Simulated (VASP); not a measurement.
Here is a VASP 6.6.1 calculation.

The input POSCAR:

```
KF
1.0
    0.0000000000      2.6589612452      2.6589612452
    2.6589612452      0.0000000000      2.6589612452
    2.6589612452      2.6589612452      0.0000000000
K F
1 1
Direct
    0.0000000000      0.0000000000      0.0000000000
    0.5000000000      0.5000000000      0.5000000000
```

INCAR.step1

```
SYSTEM = KF
  ALGO = Normal
  EDIFF = 1E-5
  ENCUT = 520
  GGA = PE
  ISIF = 2
  ISMEAR = 0
  LASPH = .TRUE.
  LCHARG = .FALSE.
  LREAL = .FALSE.
  LWAVE = .TRUE.
  NBANDS = 15
  NELM = 80
  PREC = Accurate
  SIGMA = 0.01
```

INCAR.step2

```
SYSTEM = KF
  ALGO = Normal
  EDIFF = 1E-6
  ENCUT = 520
  GGA = PE
  HFSCREEN = 0.2079
  ISIF = 2
  ISMEAR = 0
  ISTART = 1
  LASPH = .TRUE.
  LCHARG = .FALSE.
  LHFCALC = .TRUE.
  LREAL = .FALSE.
  LWAVE = .FALSE.
  NBANDS = 15
  NELM = 80
  PREC = Accurate
  PRECFOCK = Normal
  SIGMA = 0.01
```

File KPOINTS:

```
k-points
0
G
  6 6 6
  0 0 0
```

Potentials or basis: VASP PAW PBE potentials, release 64 (K_sv, F).

Launch:

```bash
$ cat potpaw_PBE.64/K_sv/POTCAR potpaw_PBE.64/F/POTCAR > POTCAR
$ cp INCAR.step1 INCAR
$ mpirun -np 1 vasp_std > vasp.out
$ cp INCAR.step2 INCAR
$ mpirun -np 1 vasp_std > vasp.out
```

(1) What does it give for the pressure?

(2) What does it give for the band gap on the k mesh?

Results:

(1) 1.1 GPa.

(2) 8.24 eV.

Caveat: the PAW data sets were made with another functional, which shifts forces and pressure a little.
